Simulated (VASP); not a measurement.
A run of VASP 6.6.1:

Contents of INCAR:

```
SYSTEM = Eu
  PREC = Accurate
  ENCUT = 520
  EDIFF = 1E-6
  ISMEAR = 1
  SIGMA = 0.1
  LREAL = .FALSE.
  LASPH = .TRUE.
  NELM = 150
  ALGO = Normal
  ISIF = 2
  LWAVE = .FALSE.
  LCHARG = .TRUE.
  ISPIN = 2
  MAGMOM = 6.925
  LORBIT = 11
  LMAXMIX = 6
  GGA = CA
  LELF = .TRUE.
  LVHAR = .TRUE.
  NBANDS = 18
```

File KPOINTS:

```
regular mesh
0
G
  11 11 11
  0 0 0
```

Contents of POSCAR:

```
Eu
1.0
   -2.0544259245      2.0544259245      2.0544259245
    2.0544259245     -2.0544259245      2.0544259245
    2.0544259245      2.0544259245     -2.0544259245
Eu
1
Direct
    0.0000000000      0.0000000000      0.0000000000
```

Potentials or basis: VASP PAW PBE potentials, release 64 (Eu).

Run with:

```sh
$ cat potpaw_PBE.64/Eu/POTCAR > POTCAR
$ mpirun -np 1 vasp_std > vasp.out
```

Hardware: 1 thread of Intel(R) Xeon(R) Platinum 8488C (Sapphire Rapids), with other jobs on the host.

Problem. Estimate the wall time of this run.

Solution. It took 54 s on 1 thread of Intel(R) Xeon(R) Platinum 8488C (Sapphire Rapids), with other jobs on the host, peak memory 0.2 GiB. Counts: scf iterations 17, k points 56.
